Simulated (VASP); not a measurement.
AlN, 4 atoms in the cell. Symmetry: P6_3/mmc, No. 194, hexagonal system. The conventional cell has a = 3.321 Å, b = 3.321 Å, c = 3.976 Å, α = 90.00°, β = 90.00°, γ = 120.00°. Al (site symmetry -6m2) has 5 N at 1.92 to 1.99 Å within 2.5 Å. N (site symmetry -6m2) has 5 Al at 1.92 to 1.99 Å within 2.5 Å. 

```yaml
Program: VASP 6.6.1
Task: single point
Functional: PBEsol
Potentials_or_basis: VASP PAW PBE potentials, release 64 (Al, N)
Cutoff: 520 eV
k_mesh: 9 × 9 × 6
Occupations: gaussian, width 0.05 eV
Spin: no spin polarisation
Dipole_correction: no
Further_INCAR_settings: ALGO = Normal; EDIFF = 1e-06; NBANDS = 16
```

Potentials or basis: VASP PAW PBE potentials, release 64 (Al, N).

Launch:

```sh
$ cat potpaw_PBE.64/Al/POTCAR potpaw_PBE.64/N/POTCAR > POTCAR
$ mpirun -np 1 vasp_std > vasp.out
```

Hardware: 1 thread of Intel(R) Xeon(R) Platinum 8259CL CPU @ 2.50GHz (Skylake/Cascade Lake), with other jobs on the host.

Problem. How long does it take, and how much memory?

Solution. It took 27 s on 1 thread of Intel(R) Xeon(R) Platinum 8259CL CPU @ 2.50GHz (Skylake/Cascade Lake) (shared host), peak memory 0.16 GiB. Counts: scf iterations 13, k points 48.
